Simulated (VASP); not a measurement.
# Gd (P6_3/mmc) in VASP: further runs, part 2 of 2

VASP 6.6.1.

**3. Single point, LDA, collinear spin, ferromagnetic start**

Contents of INCAR:

```
ALGO     = Normal         # electronic algorithm
EDIFF    = 1E-7           # SCF threshold, eV
ENCUT    = 520            # plane-wave cutoff, eV
GGA      = CA             # functional
ISIF     = 2              # what is computed and relaxed
ISMEAR   = 1              # smearing method
ISPIN    = 2              # spin polarisation
LASPH    = T              # aspherical terms in the spheres
LCHARG   = F              # write CHGCAR
LMAXMIX  = 6              # l up to which the mixer works
LORBIT   = 11             # projections on sites
LREAL    = F              # projectors in reciprocal space
LWAVE    = F              # write WAVECAR
MAGMOM   = 7.214 7.214    # initial moments
NBANDS   = 29             # bands
NELM     = 150            # most SCF steps
PREC     = Accurate       # precision mode
SIGMA    = 0.1            # smearing width, eV
```

Contents of KPOINTS:

```
k-points
0
Gamma
  10 10 6
```

Contents of POSCAR:

```
Gd
1.0
    3.4841536640      0.0000000000      0.0000000000
   -1.7420768320      3.0173655837      0.0000000000
    0.0000000000      0.0000000000      5.5867162136
Gd
2
Direct
    0.3333333333      0.6666666667      0.2500000000
    0.6666666667      0.3333333333      0.7500000000
```

Potentials or basis: VASP PAW PBE potentials, release 64 (Gd).

Launch:

```
$ cat potpaw_PBE.64/Gd/POTCAR > POTCAR
$ mpirun -np 1 vasp_std > vasp.out
```

It took 20 min on 1 thread of Intel Xeon 8259CL, shared host; peak memory 0.28 GiB.

Results (log left out):

| Quantity | Value |
| --- | --- |
| Free energy | -23.3353 eV |
| Pressure | -0.1 GPa |
| Net moment | 14.67 μB per cell |
| Site moments | Gd +6.90 μB |
| Valence electrons inside the program's atomic spheres | Gd 15.25 |

Stress tensor (GPa, compression positive):
```
-0.15  0.00  0.00
 0.00 -0.15  0.00
 0.00  0.00 -0.01
```

Levels at points of the mesh, in eV from the Fermi level:
Spin up:
| k point | band 21 | band 22 | band 23 | band 24 | band 25 | band 26 | band 27 | band 28 | band 29 |
| --- | --- | --- | --- | --- | --- | --- | --- | --- | --- |
| (0.00, 0.00, 0.00) | -4.19 | -4.16 | -4.15 | -2.50 | 1.51 | 1.51 | 1.65 | 1.78 | 2.23 |
| (0.50, 0.00, 0.00) | -4.18 | -4.16 | -1.99 | -1.92 | -1.41 | 0.51 | 1.23 | 1.45 | 2.10 |
| (0.00, 0.00, 0.50) | -4.15 | -4.15 | -3.38 | -3.38 | 0.71 | 0.71 | 1.43 | 1.43 | 1.43 |
| (0.50, 0.00, 0.50) | -4.19 | -4.19 | -2.25 | -2.25 | -0.41 | -0.41 | 2.22 | 2.22 | 2.97 |
Spin down:
```
           k point  band 6  band 7  band 8  band 9  band 10  band 11  band 12  band 13  band 14  band 15
(0.00, 0.00, 0.00)  -19.44  -19.44  -19.40   -4.34    -1.78     0.29     0.35     0.41     0.50     0.50
(0.50, 0.00, 0.00)  -19.89  -19.73  -19.58   -1.24    -1.22    -0.80     0.34     0.43     0.50     0.52
(0.00, 0.00, 0.50)  -19.53  -19.53  -19.53   -2.64    -2.64     0.18     0.18     0.45     0.45     0.48
(0.50, 0.00, 0.50)  -19.74  -19.73  -19.73   -1.59    -1.59     0.04     0.04     0.47     0.47     0.51
```

Caveat: the PAW data sets were made with another functional, which shifts forces and pressure a little; spin-orbit coupling is left out, which moves the levels of the heavy elements; semilocal functionals describe open f shells poorly, which spoils levels, moments and volumes.

**4. Single point, LDA, collinear spin, ferromagnetic start**

Contents of INCAR:

```
PREC = Accurate ; ENCUT = 520
EDIFF = 1E-7 ; ISMEAR = 1
SIGMA = 0.2 ; LREAL = F
LASPH = T ; NELM = 150
ALGO = Normal ; ISIF = 2
LWAVE = F ; LCHARG = F
ISPIN = 2 ; MAGMOM = 7.214 7.214
LORBIT = 11 ; LMAXMIX = 6
GGA = CA ; NBANDS = 29
```

Contents of KPOINTS:

```
regular mesh
0
Gamma
  10 10 6
```

POSCAR is that of step 3.

Launch:

```
$ cat potpaw_PBE.64/Gd/POTCAR > POTCAR
$ mpirun -np 1 vasp_std > vasp.out
```

Wall time 18 min (1 thread of Intel Xeon 8259CL, shared host); peak memory 0.28 GiB.

The run converged. Its results:

| Item | Value |
| --- | --- |
| Free energy | -23.3352 eV |
| Pressure | -0.2 GPa |
| Net moment | 14.65 μB per cell |
| Site moments | Gd +6.89 μB |
| Valence electrons inside the program's atomic spheres | Gd 15.25 |

Levels at points of the mesh, in eV from the Fermi level:
Spin up:
```csv
k point,band 21,band 22,band 23,band 24,band 25,band 26,band 27,band 28,band 29
"(0.00, 0.00, 0.00)",-4.19,-4.16,-4.15,-2.50,1.51,1.51,1.65,1.78,2.23
"(0.50, 0.00, 0.00)",-4.18,-4.16,-1.98,-1.91,-1.41,0.51,1.23,1.45,2.10
"(0.00, 0.00, 0.50)",-4.15,-4.15,-3.38,-3.38,0.71,0.71,1.43,1.43,1.43
"(0.50, 0.00, 0.50)",-4.19,-4.19,-2.25,-2.25,-0.41,-0.41,2.22,2.22,2.97
```
Spin down:
| k point | band 9 | band 10 | band 11 | band 12 | band 13 | band 14 |
| --- | --- | --- | --- | --- | --- | --- |
| (0.00, 0.00, 0.00) | -4.35 | -1.79 | 0.29 | 0.34 | 0.41 | 0.50 |
| (0.50, 0.00, 0.00) | -1.25 | -1.23 | -0.80 | 0.34 | 0.43 | 0.50 |
| (0.00, 0.00, 0.50) | -2.65 | -2.65 | 0.18 | 0.18 | 0.45 | 0.45 |
| (0.50, 0.00, 0.50) | -1.59 | -1.59 | 0.03 | 0.03 | 0.47 | 0.47 |

Caveat: the PAW data sets were made with another functional, which shifts forces and pressure a little; spin-orbit coupling is left out, which moves the levels of the heavy elements; semilocal functionals describe open f shells poorly, which spoils levels, moments and volumes. The state reached can hang on the start; a lower one may exist.

**5. Single point, LDA, collinear spin, ferromagnetic start**

Contents of INCAR:

```
SYSTEM = Gd
PREC     = Accurate       ! precision mode
ENCUT    = 520            ! plane-wave cutoff, eV
EDIFF    = 1E-6           ! SCF threshold, eV
ISMEAR   = 1              ! smearing method
SIGMA    = 0.3            ! smearing width, eV
LREAL    = .FALSE.        ! projectors in reciprocal space
LASPH    = .TRUE.         ! aspherical terms in the spheres
NELM     = 150            ! most SCF steps
ALGO     = Normal         ! electronic algorithm
ISIF     = 2              ! what is computed and relaxed
LWAVE    = .FALSE.        ! write WAVECAR
LCHARG   = .TRUE.         ! write CHGCAR
ISPIN    = 2              ! spin polarisation
MAGMOM   = 7.214 7.214    ! initial moments
LORBIT   = 11             ! projections on sites
LMAXMIX  = 6              ! l up to which the mixer works
GGA      = CA             ! functional
LELF     = .TRUE.         ! ELF
LVHAR    = .TRUE.       
NBANDS   = 29             ! bands
```

Contents of KPOINTS:

```
regular mesh
0
G
  10 10 6
  0 0 0
```

POSCAR is that of step 4.

Launch:

```
$ cat potpaw_PBE.64/Gd/POTCAR > POTCAR
$ mpirun -np 1 vasp_std > vasp.out
```

Run time: 4.3 min. Hardware: 1 thread of AMD EPYC 9R45 (Zen 5), shared host; peak memory 0.25 GiB.

Results (log left out):

- Free energy: -23.3238 eV
- Pressure: -1.1 GPa
- Net moment: 14.60 μB per cell
- Site moments: Gd +6.90 μB
- Valence electrons inside the program's atomic spheres: Gd 15.25

Stress tensor (GPa, compression positive):
```
-1.02  0.00  0.00
 0.00 -1.02  0.00
 0.00  0.00 -1.20
```

Levels at points of the mesh, in eV from the Fermi level:
Spin up:
```tsv
k point	band 23	band 24	band 25	band 26	band 27	band 28
(0.00, 0.00, 0.00)	-4.22	-2.49	1.51	1.51	1.65	1.79
(0.50, 0.00, 0.00)	-1.97	-1.90	-1.40	0.51	1.23	1.45
(0.00, 0.00, 0.50)	-3.37	-3.37	0.72	0.72	1.43	1.43
(0.50, 0.00, 0.50)	-2.24	-2.24	-0.40	-0.40	2.23	2.23
```
Spin down:
```
           k point  band 7  band 8  band 9  band 10  band 11  band 12  band 13  band 14  band 15  band 16
(0.00, 0.00, 0.00)  -19.47  -19.44   -4.36    -1.80     0.23     0.28     0.35     0.44     0.44     0.48
(0.50, 0.00, 0.00)  -19.76  -19.61   -1.26    -1.24    -0.82     0.28     0.38     0.46     0.46     0.48
(0.00, 0.00, 0.50)  -19.56  -19.56   -2.66    -2.66     0.12     0.12     0.39     0.39     0.42     0.42
(0.50, 0.00, 0.50)  -19.77  -19.77   -1.61    -1.61     0.00     0.00     0.42     0.42     0.47     0.47
```

Caveat: so wide a smearing shifts energies and pressures; the PAW data sets were made with another functional, which shifts forces and pressure a little; spin-orbit coupling is left out, which moves the levels of the heavy elements; semilocal functionals describe open f shells poorly, which spoils levels, moments and volumes. The state reached can hang on the start; a lower one may exist.

**6. Single point, LDA, collinear spin, ferromagnetic start**

Contents of INCAR:

```
PREC = Accurate
ENCUT = 520
EDIFF = 1E-7
ISMEAR = 1
SIGMA = 0.6
LREAL = False
LASPH = True
NELM = 150
ALGO = Normal
ISIF = 2
LWAVE = False
LCHARG = False
ISPIN = 2
MAGMOM = 7.214 7.214
LORBIT = 11
LMAXMIX = 6
GGA = CA
NBANDS = 29
```

Contents of KPOINTS:

```
regular mesh
0
Gamma
  10 10 6
```

POSCAR is that of step 5.

Potentials or basis: VASP PAW PBE potentials, release 64 (Gd).

Launch:

```
$ cat potpaw_PBE.64/Gd/POTCAR > POTCAR
$ mpirun -np 1 vasp_std > vasp.out
```

It took 4.2 min on 1 thread of AMD EPYC 9R45 (Zen 5), shared host; peak memory 0.25 GiB.

It converged, with:

* Free energy: -23.2120 eV
* Pressure: -0.6 GPa
* Net moment: 14.48 μB per cell
* Site moments: Gd +6.86 μB
* Valence electrons inside the program's atomic spheres: Gd 15.25

Stress tensor (GPa, compression positive):
```
-0.52  0.00  0.00
 0.00 -0.52  0.00
 0.00  0.00 -0.83
```

Levels at points of the mesh, in eV from the Fermi level:
Spin up:
```tsv
k point	band 22	band 23	band 24	band 25	band 26	band 27	band 28	band 29
(0.00, 0.00, 0.00)	-4.15	-4.14	-2.47	1.53	1.53	1.67	1.80	2.25
(0.50, 0.00, 0.00)	-4.14	-1.96	-1.89	-1.39	0.53	1.25	1.47	2.12
(0.00, 0.00, 0.50)	-4.15	-3.36	-3.36	0.74	0.74	1.45	1.45	1.45
(0.50, 0.00, 0.50)	-4.16	-2.23	-2.23	-0.38	-0.38	2.24	2.24	2.99
```
Spin down:
| k point | band 9 | band 10 | band 11 | band 12 | band 13 | band 14 |
| --- | --- | --- | --- | --- | --- | --- |
| (0.00, 0.00, 0.00) | -4.38 | -1.82 | 0.28 | 0.35 | 0.40 | 0.51 |
| (0.50, 0.00, 0.00) | -1.28 | -1.26 | -0.82 | 0.34 | 0.45 | 0.52 |
| (0.00, 0.00, 0.50) | -2.68 | -2.68 | 0.18 | 0.18 | 0.44 | 0.44 |
| (0.50, 0.00, 0.50) | -1.62 | -1.62 | 0.02 | 0.02 | 0.48 | 0.48 |

Caveat: so wide a smearing shifts energies and pressures; the PAW data sets were made with another functional, which shifts forces and pressure a little; spin-orbit coupling is left out, which moves the levels of the heavy elements; semilocal functionals describe open f shells poorly, which spoils levels, moments and volumes. The state reached can hang on the start; a lower one may exist.

**7. The runs side by side**

| smearing | gap on the mesh (eV) | pressure (GPa) | moment (μB) |
| --- | --- | --- | --- |
| methfessel-paxton 0.03 eV | none | -0.1 | 14.67 |
| methfessel-paxton 0.1 eV | none | -0.1 | 14.67 |
| methfessel-paxton 0.2 eV | none | -0.2 | 14.65 |
| methfessel-paxton 0.3 eV | none | -1.1 | 14.60 |
| methfessel-paxton 0.6 eV | none | -0.6 | 14.48 |

Alike in all rows: task single point; level LDA; potentials or basis VASP PAW PBE potentials, release 64 (Gd); spin collinear, ferromagnetic start; cell as given; k mesh 10 × 10 × 6; cutoff (eV) 520.

Caveats: the PAW data sets were made with another functional, which shifts forces and pressure a little; spin-orbit coupling is left out, which moves the levels of the heavy elements; semilocal functionals describe open f shells poorly, which spoils levels, moments and volumes; so wide a smearing shifts energies and pressures (at least some runs).

Absolute energies hang on the potentials; compare differences alone.
